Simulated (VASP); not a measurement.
# PbS in VASP: notebook, part 3 of 3

VASP 6.6.1.

## 4. Single point, r2SCAN (strain -0.050 along x and y, -0.025 along z)

The input, POSCAR:

```
PbS
1.0
    0.0000000000      2.8167500000      2.8908750000
    2.8167500000      0.0000000000      2.8908750000
    2.8167500000      2.8167500000      0.0000000000
Pb S
1 1
Direct
    0.0000000000      0.0000000000      0.0000000000
    0.5000000000      0.5000000000      0.5000000000
```

The input, INCAR.step1:

```
SYSTEM = PbS
ALGO = Normal ; EDIFF = 1E-5
ENCUT = 550 ; GGA = PE
GGA_COMPAT = .False. ; ISMEAR = 0
LASPH = .True. ; LCHARG = .False.
LREAL = .False. ; LWAVE = .True.
NBANDS = 17 ; NELM = 120
PREC = Accurate ; SIGMA = 0.05
```

The input, INCAR.step2:

```
SYSTEM = PbS
ALGO = Normal ; EDIFF = 1E-6
ENCUT = 550 ; GGA_COMPAT = .False.
ISIF = 2 ; ISMEAR = 0
ISTART = 1 ; LASPH = .True.
LCHARG = .False. ; LMIXTAU = .True.
LREAL = .False. ; LWAVE = .False.
METAGGA = R2SCAN ; NBANDS = 17
NELM = 120 ; PREC = Accurate
SIGMA = 0.05
```

The input, KPOINTS:

```
k-points
0
Gamma
  8 8 8
  0 0 0
```

Potentials or basis: VASP PAW PBE potentials, release 64 (Pb_d, S).

Run with:

```console
$ cat potpaw_PBE.64/Pb_d/POTCAR potpaw_PBE.64/S/POTCAR > POTCAR
$ cp INCAR.step1 INCAR
$ mpirun -np 1 vasp_std > vasp.out
$ cp INCAR.step2 INCAR
$ mpirun -np 1 vasp_std > vasp.out
```

OUTCAR:

```text
SYSTEM = PbS
   EDIFF = 1E-6
   ENCUT = 550
   ISIF = 2
   ISMEAR = 0
   ISTART = 1
   LASPH = .True.
   LREAL = .False.
   METAGGA = R2SCAN
   NELM = 120
   PREC = Accurate

 ion  position               nearest neighbor table
   1  0.000  0.000  0.000-   2 2.82   2 2.82   2 2.82   2 2.82   2 2.89   2 2.89
   2  0.500  0.500  0.500-   1 2.82   1 2.82   1 2.82   1 2.82   1 2.89   1 2.89

  LATTYP: Found a body centered tetragonal cell.
 ALAT       =     3.9834860518
 C/A-ratio  =     1.4514297088

  Lattice vectors:

 A1 = (  -2.8167500000,   0.0000000000,   2.8908750000)
 A2 = (   2.8167500000,   0.0000000000,   2.8908750000)
 A3 = (   0.0000000000,   2.8167500000,  -2.8908750000)

Analysis of symmetry for initial positions (statically):
=====================================================================
 Subroutine PRICEL returns:
 Original cell was already a primitive cell.

 Routine SETGRP: Setting up the symmetry group for a
 body centered tetragonal supercell.

 Subroutine GETGRP returns: Found 16 space group operations
 (whereof 16 operations were pure point group operations)
 out of a pool of 16 trial point group operations.

The static configuration has the point symmetry D_4h.

Analysis of symmetry for dynamics (positions and initial velocities):
=====================================================================
 Subroutine PRICEL returns:
 Original cell was already a primitive cell.

 Routine SETGRP: Setting up the symmetry group for a
 body centered tetragonal supercell.

 Subroutine GETGRP returns: Found 16 space group operations
 (whereof 16 operations were pure point group operations)
 out of a pool of 16 trial point group operations.

The dynamic configuration has the point symmetry D_4h.

 Subroutine INISYM returns: Found 16 space group operations
 (whereof 16 operations are pure point group operations),
 and found     1 'primitive' translations

----------------------------------------------------------------------------------------

                                     Primitive cell

  volume of cell :      45.8729

  direct lattice vectors                    reciprocal lattice vectors
     0.000000000  2.816750000  2.890875000    -0.177509541  0.177509541  0.172958014
     2.816750000  0.000000000  2.890875000     0.177509541 -0.177509541  0.172958014
     2.816750000  2.816750000  0.000000000     0.177509541  0.177509541 -0.172958014

  length of vectors
     4.036240680  4.036240680  3.983486052     0.304850372  0.304850372  0.304850372

  position of ions in fractional coordinates (direct lattice)
     0.000000000  0.000000000  0.000000000
     0.500000000  0.500000000  0.500000000

  ion indices of the primitive-cell ions
   primitive index   ion index
                 1           1
                 2           2

----------------------------------------------------------------------------------------

 KPOINTS: k-points

Automatic generation of k-mesh.
 Grid dimensions read from file:
 generate k-points for:    8    8    8

 Generating k-lattice:

  Cartesian coordinates                     Fractional coordinates (reciprocal lattice)
    -0.022188693  0.022188693  0.021619752     0.125000000  0.000000000  0.000000000
     0.022188693 -0.022188693  0.021619752     0.000000000  0.125000000  0.000000000
     0.022188693  0.022188693 -0.021619752    -0.000000000 -0.000000000  0.125000000

  Length of vectors
     0.038106296  0.038106296  0.038106296

  Shift w.r.t. Gamma in fractional coordinates (k-lattice)
     0.000000000  0.000000000  0.000000000

 Subroutine IBZKPT returns following result:
 ===========================================

 Found     59 irreducible k-points:

 Following reciprocal coordinates:
            Coordinates               Weight
  0.000000  0.000000  0.000000      1.000000
  0.125000  0.000000  0.000000      8.000000
  0.250000  0.000000  0.000000      8.000000
  0.375000  0.000000  0.000000      8.000000
  0.500000  0.000000  0.000000      4.000000
  0.125000  0.125000  0.000000      2.000000
[... 16 lines left out ...]
  0.250000  0.000000  0.125000     16.000000
  0.375000  0.000000  0.125000     16.000000
 [... further k-points ...]
   k-points           NKPTS =     59   k-points in BZ     NKDIM =     59   number of bands    NBANDS=     17
   number of dos      NEDOS =    301   number of ions     NIONS =      2
   total plane-waves  NPLWV =  30720
   dimension x,y,z NGX =    32 NGY =   32 NGZ =   30
   dimension x,y,z NGXF=    64 NGYF=   64 NGZF=   60
   ions per type =               1   1
   NGX,Y,Z   is equivalent  to a cutoff of  13.18, 13.18, 12.52 a.u.
   NGXF,Y,Z  is equivalent  to a cutoff of  26.36, 26.36, 25.04 a.u.
 SYSTEM =  PbS
   PREC   = accura    normal or accurate (medium, high low for compatibility)
   ISTART =      1    job   : 0-new  1-cont  2-samecut
   ICHARG =      0    charge: 1-file 2-atom 10-const
   ISPIN  =      1    spin polarized calculation?
   LNONCOLLINEAR =      F non collinear calculations
   LSORBIT =      F    spin-orbit coupling
   LASPH  =      T    aspherical Exc in radial PAW
   ENCUT  =  550.0 eV  40.42 Ry    6.36 a.u.   7.72  7.72  7.62*2*pi/ulx,y,z
   NELM   =    120;   NELMIN=  2; NELMDL=  0     # of ELM steps
   EDIFF  = 0.1E-05   stopping-criterion for ELM
   LREAL  =      F    real-space projection
   EDIFFG = 0.1E-04   stopping-criterion for IOM
   NSW    =      0    number of steps for IOM
   IBRION =     -1    ionic relax: 0-MD 1-quasi-New 2-CG
   NFREE  =      0    steps in history (QN), initial steepest desc. (CG)
   ISIF   =      2    stress and relaxation
   ISYM   =      2    0-nonsym 1-usesym 2-fastsym
   POTIM  = 0.5000    time-step for ionic-motion
   TEBEG  =    0.0;   TEEND  =   0.0 temperature during run
   PSTRESS=    0.0 pullay stress
   NELECT =      20.0000    total number of electrons
   NUPDOWN=      -1.0000    fix difference up-down
   EMIN   =  10.00;   EMAX   =-10.00  energy-range for DOS
   EFERMI =   0.00;   METHOD = LEGACY
   ISMEAR =     0;   SIGMA  =   0.05  broadening in eV -4-tet -1-fermi 0-gaus
   EFERMI_NEDOS =   21; number of points for ismear=-14 and -15
   IALGO  =     38    algorithm
   IMIX   =      4    mixing-type and parameters
     AMIX     =   0.40;   BMIX     =  1.00
     AMIX_MAG =   1.60;   BMIX_MAG =  1.00
  volume/ion in A,a.u.               =      22.94       154.78
  Fermi-wavevector in a.u.,A,eV,Ry     =   1.241365  2.345840 20.966405  1.540987
  Thomas-Fermi vector in A             =   2.375766
   LORBIT       =      0    0 simple, 1 ext, 2 COOP (PROOUT), +10 PAW based schemes
   METAGGA = R2SCAN    functional components
   LHFCALC =     F    Hartree Fock is set to
   AEXX    =    0.0000 exact exchange contribution
   IVDW    =     0    specifies the selected vdW correction
   LEPSILON=     F    determine dielectric tensor
   LRPA    =     F    only Hartree local field effects (RPA)
 non-spin polarized calculation
 Gauss-broadening in eV      SIGMA  =   0.05
  energy-cutoff  :      550.00
  volume of cell :       45.87
 maximum number of plane-waves:      1379
   NGX = 15   NGY = 15   NGZ = 15

 number of electron      20.0000002 magnetization

 Free energy of the ion-electron system (eV)
  ---------------------------------------------------
  ext. energy  EPLUGINS =         0.00000000
  ---------------------------------------------------
  free energy    TOTEN  =       -65.35136727 eV

  energy without entropy =      -65.35092766  energy(sigma->0) =      -65.35114747

 E-fermi :   7.7943     XC(G=0): -10.9276

 val. band max:        7.7917111755   @ k =   0.5000   0.0000   0.0000
 cond. band min:       7.7968442669   @ k =   0.5000   0.0000   0.0000
 fundamental gap:      0.0051330913
 Fermi energy:         7.7942777210

 k-point     1 :       0.0000    0.0000    0.0000
  band No.  band energies     occupation
      1     -10.1971      2.00000
      2     -10.1949      2.00000
      3     -10.1947      2.00000
      4     -10.1947      2.00000
      5     -10.1794      2.00000
      6      -7.9964      2.00000
[... 9 lines left out ...]
     16      14.3606      0.00000
     17      16.2240      0.00000
[... 441 lines left out ...]
 k-point    24 :       0.3750    0.0000    0.1250
  band No.  band energies     occupation
      1     -10.2745      2.00000
      2     -10.2160      2.00000
      3     -10.1971      2.00000
      4     -10.1495      2.00000
      5     -10.1230      2.00000
      6      -6.7774      2.00000
[... 9 lines left out ...]
     16      17.6522      0.00000
     17      20.2417      0.00000

 [... further k-points ...]

------------------------ aborting loop because EDIFF is reached ----------------------------------------

  FORCE on cell =-STRESS in cart. coord.  units (eV):
  Direction    XX          YY          ZZ          XY          YZ          ZX
  --------------------------------------------------------------------------------------
  -------------------------------------------------------------------------------------
  Total        3.9811035      3.9811035      2.3263935      0.0000000     -0.0000000      0.0000000
  in kB      139.0458819    139.0458819     81.2527066      0.0000000     -0.0000000      0.0000000
  external PRESSURE =     119.7814902 kB  Pullay stress =       0.0000000 kB

 VOLUME and BASIS-vectors are now :
 -----------------------------------------------------------------------------
  energy-cutoff  :      550.00
  volume of cell :       45.87
      direct lattice vectors                 reciprocal lattice vectors
     0.000000000  2.816750000  2.890875000    -0.177509541  0.177509541  0.172958014
     2.816750000  0.000000000  2.890875000     0.177509541 -0.177509541  0.172958014
     2.816750000  2.816750000  0.000000000     0.177509541  0.177509541 -0.172958014

 POSITION                                       TOTAL-FORCE (eV/Angst)
 -----------------------------------------------------------------------------------
      0.00000      0.00000      0.00000        -0.000000      0.000000     -0.000000
      2.81675      2.81675      2.89087         0.000000     -0.000000      0.000000
 -----------------------------------------------------------------------------------
    total drift:                                0.000000     -0.000000     -0.000000

  FREE ENERGIE OF THE ION-ELECTRON SYSTEM (eV)
  ---------------------------------------------------
  free  energy   TOTEN  =       -65.3513672736 eV

  energy  without entropy=      -65.3509276603  energy(sigma->0) =      -65.35114747
```

It took 1.7 min on 1 thread of AMD EPYC 9R45 (Zen 5), shared host; peak memory 0.18 GiB.

Results:

```
Free energy            : -65.3514 eV
Pressure               : 12.0 GPa
Band gap on the k mesh : 0.01 eV
```

Stress tensor (GPa, compression positive):
```
13.90  0.00  0.00
 0.00 13.90  0.00
 0.00  0.00  8.13
```

Caveat: the cell differs from its parent crystal (strain -0.050 along x and y, -0.025 along z); the cell stands under pressure; the PAW data sets were made with another functional, which shifts forces and pressure a little; spin-orbit coupling is left out, which moves the levels of the heavy elements. A k mesh can miss the band edges.

## 5. Single point, r2SCAN (strain -0.050 along x and y, +0.000 along z)

The input, POSCAR:

```
PbS
1.0
    0.0000000000      2.8167500000      2.9650000000
    2.8167500000      0.0000000000      2.9650000000
    2.8167500000      2.8167500000      0.0000000000
Pb S
1 1
Direct
    0.0000000000      0.0000000000      0.0000000000
    0.5000000000      0.5000000000      0.5000000000
```

The input, INCAR.step1:

```
SYSTEM = PbS
ALGO = Normal ; EDIFF = 1E-5
ENCUT = 550 ; GGA = PE
GGA_COMPAT = .FALSE. ; ISMEAR = 0
LASPH = .TRUE. ; LCHARG = .FALSE.
LREAL = .FALSE. ; LWAVE = .TRUE.
NBANDS = 17 ; NELM = 120
PREC = Accurate ; SIGMA = 0.05
```

The input, INCAR.step2:

```
SYSTEM = PbS
ALGO = Normal ; EDIFF = 1E-6
ENCUT = 550 ; GGA_COMPAT = .FALSE.
ISIF = 2 ; ISMEAR = 0
ISTART = 1 ; LASPH = .TRUE.
LCHARG = .FALSE. ; LMIXTAU = .TRUE.
LREAL = .FALSE. ; LWAVE = .FALSE.
METAGGA = R2SCAN ; NBANDS = 17
NELM = 120 ; PREC = Accurate
SIGMA = 0.05
```

The input, KPOINTS:

```
k-points
0
G
  8 8 8
  0 0 0
```

Potentials or basis: VASP PAW PBE potentials, release 64 (Pb_d, S).

Run with:

```console
$ cat potpaw_PBE.64/Pb_d/POTCAR potpaw_PBE.64/S/POTCAR > POTCAR
$ cp INCAR.step1 INCAR
$ mpirun -np 1 vasp_std > vasp.out
$ cp INCAR.step2 INCAR
$ mpirun -np 1 vasp_std > vasp.out
```

OUTCAR:

```text
SYSTEM = PbS
   EDIFF = 1E-6
   ENCUT = 550
   ISIF = 2
   ISMEAR = 0
   ISTART = 1
   LASPH = .TRUE.
   LREAL = .FALSE.
   METAGGA = R2SCAN
   NELM = 120
   PREC = Accurate

 ion  position               nearest neighbor table
   1  0.000  0.000  0.000-   2 2.82   2 2.82   2 2.82   2 2.82   2 2.96   2 2.96
   2  0.500  0.500  0.500-   1 2.82   1 2.82   1 2.82   1 2.82   1 2.96   1 2.96

  LATTYP: Found a body centered tetragonal cell.
 ALAT       =     3.9834860518
 C/A-ratio  =     1.4886458551

  Lattice vectors:

[... 668 lines left out ...]

  FORCE on cell =-STRESS in cart. coord.  units (eV):
  Direction    XX          YY          ZZ          XY          YZ          ZX
  --------------------------------------------------------------------------------------
  -------------------------------------------------------------------------------------
  Total        3.9001761      3.9001761      0.9640805      0.0000000      0.0000000     -0.0000000
  in kB      132.8138908    132.8138908     32.8301301      0.0000000      0.0000000     -0.0000000
  external PRESSURE =      99.4859706 kB  Pullay stress =       0.0000000 kB

 VOLUME and BASIS-vectors are now :
 -----------------------------------------------------------------------------
  energy-cutoff  :      550.00
  volume of cell :       47.05
      direct lattice vectors                 reciprocal lattice vectors
     0.000000000  2.816750000  2.965000000    -0.177509541  0.177509541  0.168634064
     2.816750000  0.000000000  2.965000000     0.177509541 -0.177509541  0.168634064
     2.816750000  2.816750000  0.000000000     0.177509541  0.177509541 -0.168634064

 POSITION                                       TOTAL-FORCE (eV/Angst)
 -----------------------------------------------------------------------------------
      0.00000      0.00000      0.00000         0.000000      0.000000      0.000000
      2.81675      2.81675      2.96500        -0.000000     -0.000000     -0.000000
 -----------------------------------------------------------------------------------
    total drift:                                0.000000     -0.000000     -0.000000

  FREE ENERGIE OF THE ION-ELECTRON SYSTEM (eV)
  ---------------------------------------------------
  free  energy   TOTEN  =       -65.3929216225 eV

  energy  without entropy=      -65.3926198162  energy(sigma->0) =      -65.39277072
```

OSZICAR.step1:

```text
N       E                     dE             d eps       ncg     rms          rms(c)
DAV:   1     0.159365251432E+03    0.15937E+03   -0.10008E+04  2030   0.131E+03
DAV:   2     0.262720684639E+01   -0.15674E+03   -0.15093E+03  2133   0.328E+02
DAV:   3    -0.865341511462E+01   -0.11281E+02   -0.11198E+02  2625   0.914E+01
DAV:   4    -0.892206842827E+01   -0.26865E+00   -0.26832E+00  2575   0.151E+01
DAV:   5    -0.893191210716E+01   -0.98437E-02   -0.98426E-02  2892   0.283E+00    0.581E+00
DAV:   6    -0.852099231200E+01    0.41092E+00   -0.10871E+00  3272   0.806E+00    0.415E+00
DAV:   7    -0.851811196914E+01    0.28803E-02   -0.13746E-01  2477   0.201E+00    0.208E+00
DAV:   8    -0.852039667853E+01   -0.22847E-02   -0.11811E-02  2577   0.125E+00    0.163E-01
DAV:   9    -0.852046034961E+01   -0.63671E-04   -0.12619E-03  3128   0.339E-01    0.120E-01
DAV:  10    -0.852054631405E+01   -0.85964E-04   -0.23354E-04  2502   0.141E-01    0.412E-02
DAV:  11    -0.852056031309E+01   -0.13999E-04   -0.88166E-05  2835   0.105E-01    0.334E-02
DAV:  12    -0.852056055280E+01   -0.23971E-06   -0.54802E-06  1410   0.153E-02
   1 F= -.85205606E+01 E0= -.85205433E+01  d E =-.345162E-04
```

Wall time 1.8 min (1 thread of AMD EPYC 9R45 (Zen 5), shared host); peak memory 0.18 GiB.

What came out:

| Property | Result |
| --- | --- |
| Free energy | -65.3929 eV |
| Pressure | 9.9 GPa |
| Band gap on the k mesh | 0.06 eV |

Levels at points of the mesh, in eV from the valence-band top:
```csv
k point,band 6,band 7,band 8,band 9,band 10,band 11,band 12,band 13,band 14,band 15
"(0.00, 0.00, 0.00)",-15.51,-6.10,-3.31,-3.31,-2.89,4.79,6.09,6.09,6.40,6.72
"(0.50, 0.00, 0.00)",-13.99,-10.09,-2.74,-2.57,0.00,0.06,1.53,1.83,9.06,10.01
"(0.50, 0.50, 0.00)",-13.53,-7.53,-6.55,-4.54,-4.54,3.59,5.74,6.51,6.51,11.60
"(0.50, 0.00, 0.50)",-13.14,-7.90,-6.65,-4.94,-4.37,3.36,5.54,6.36,6.82,11.27
```

Caveat: the cell differs from its parent crystal (strain -0.050 along x and y, +0.000 along z); the cell stands under pressure; the PAW data sets were made with another functional, which shifts forces and pressure a little; spin-orbit coupling is left out, which moves the levels of the heavy elements.

## 6. Single point, r2SCAN (strain -0.025 along x and y, -0.050 along z)

The input, POSCAR:

```
PbS
1.0
    0.0000000000      2.8908750000      2.8167500000
    2.8908750000      0.0000000000      2.8167500000
    2.8908750000      2.8908750000      0.0000000000
Pb S
1 1
Direct
    0.0000000000      0.0000000000      0.0000000000
    0.5000000000      0.5000000000      0.5000000000
```

The input, INCAR.step1:

```
SYSTEM = PbS
PREC = Accurate ; ENCUT = 550
ISMEAR = 0 ; SIGMA = 0.05
LREAL = .FALSE. ; LASPH = .TRUE.
NELM = 120 ; NBANDS = 17
GGA = PE ; ALGO = Normal
EDIFF = 1E-5 ; LWAVE = .TRUE.
LCHARG = .FALSE. ; GGA_COMPAT = .FALSE.
```

The input, INCAR.step2:

```
SYSTEM = PbS
PREC = Accurate ; ENCUT = 550
EDIFF = 1E-6 ; ISMEAR = 0
SIGMA = 0.05 ; LREAL = .FALSE.
LASPH = .TRUE. ; NELM = 120
ALGO = Normal ; ISIF = 2
LWAVE = .FALSE. ; LCHARG = .FALSE.
METAGGA = R2SCAN ; LMIXTAU = .TRUE.
NBANDS = 17 ; ISTART = 1
GGA_COMPAT = .FALSE.
```

The input, KPOINTS:

```
regular mesh
0
G
  8 8 8
  0 0 0
```

Potentials or basis: VASP PAW PBE potentials, release 64 (Pb_d, S).

Run with:

```console
$ cat potpaw_PBE.64/Pb_d/POTCAR potpaw_PBE.64/S/POTCAR > POTCAR
$ cp INCAR.step1 INCAR
$ mpirun -np 1 vasp_std > vasp.out
$ cp INCAR.step2 INCAR
$ mpirun -np 1 vasp_std > vasp.out
```

Run time: 1.7 min. Hardware: 1 thread of AMD EPYC 9R45 (Zen 5), shared host; peak memory 0.18 GiB.

The run converged. Its results:

```
Free energy            : -65.4321 eV
Pressure               : 9.5 GPa
Band gap on the k mesh : 0.13 eV
```

Stress tensor (GPa, compression positive):
```
 7.62  0.00  0.00
 0.00  7.62  0.00
 0.00  0.00 13.34
```

Levels at points of the mesh, in eV from the valence-band top:
```csv
k point,band 6,band 7,band 8,band 9,band 10,band 11,band 12,band 13,band 14,band 15
"(0.00, 0.00, 0.00)",-15.45,-6.07,-3.27,-3.03,-3.03,5.44,5.44,6.15,6.59,6.59
"(0.50, 0.00, 0.00)",-13.93,-10.03,-2.64,-2.57,0.00,0.13,1.61,1.81,9.12,10.11
"(0.50, 0.50, 0.00)",-13.10,-7.86,-6.59,-4.61,-4.61,3.39,6.21,6.21,6.40,11.52
"(0.50, 0.00, 0.50)",-13.28,-7.68,-6.55,-4.69,-4.40,3.52,6.04,6.09,6.71,11.52
```

Caveat: the cell differs from its parent crystal (strain -0.025 along x and y, -0.050 along z); the cell stands under pressure; the PAW data sets were made with another functional, which shifts forces and pressure a little; spin-orbit coupling is left out, which moves the levels of the heavy elements.

## 7. Summary

```csv
cell,gap on the mesh (eV),pressure (GPa)
"a = 4.298 Å, angles 60.0°, 2 atoms",0.87,-2.7
"a = 4.403 Å, angles 60.0°, 2 atoms",1.06,-5.5
"a = 4.036, b = 4.036, c = 3.983 Å, angles 60.4, 60.4, 59.1°, 2 atoms",0.01,12.0
"a = 4.090, b = 4.090, c = 3.983 Å, angles 60.9, 60.9, 58.3°, 2 atoms",0.06,9.9
"a = 4.036, b = 4.036, c = 4.088 Å, angles 59.6, 59.6, 60.9°, 2 atoms",0.13,9.5
```

Alike in all rows: task single point; level r2SCAN; potentials or basis VASP PAW PBE potentials, release 64 (Pb_d, S); no spin polarisation; k mesh 8 × 8 × 8; cutoff (eV) 550; smearing gaussian 0.05 eV.

Caveats: the PAW data sets were made with another functional, which shifts forces and pressure a little; spin-orbit coupling is left out, which moves the levels of the heavy elements; the cell stands under pressure (at least some runs); the cell stands under tension (at least some runs).

Total energies depend on the potentials used, so only differences within one code and one set of settings carry meaning.
